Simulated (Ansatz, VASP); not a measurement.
Two plane-wave programs on Mn

```xyz
1
Lattice="0.0000 1.7828 1.7828 1.7828 0.0000 1.7828 1.7828 1.7828 0.0000" Properties=species:S:1:pos:R:3 pbc="T T T"
Mn    0.0000    0.0000    0.0000
```

Alike in both runs: task single point; functional revPBE; k mesh 17 × 17 × 17; occupations fermi-dirac, width 0.05 eV; collinear spin.

```csv
,VASP,Ansatz
version,VASP 6.6.1,Ansatz 0.2.0
potentials or method,"VASP PAW PBE potentials, release 64 (Mn_pv), cutoff 520 eV","plane waves (420 eV) with PAW, scalar-relativistic"
valence electrons in the cell,13,15
```

VASP gave:

* pressure (GPa): -9.4
* net moment per atom (μB): 0.08
* size of the moment on the site where the two differ most (μB): 0.08

Q: Estimate Ansatz's values.

A: Pressure (GPa): -9.5; net moment per atom (μB): 0.07; size of the moment on the site where the two differ most (μB): 0.07.

VASP's potentials were made for PBE, not for revPBE. Site moments also hang on the region over which each program counts them. The functional is the same, so the differences come from potentials, cutoffs and numerics. VASP's potentials hold 13 valence electrons a cell and Ansatz's 15, so a difference there can come from the potentials and not from the codes. Ansatz's warnings: seeded moment not kept.
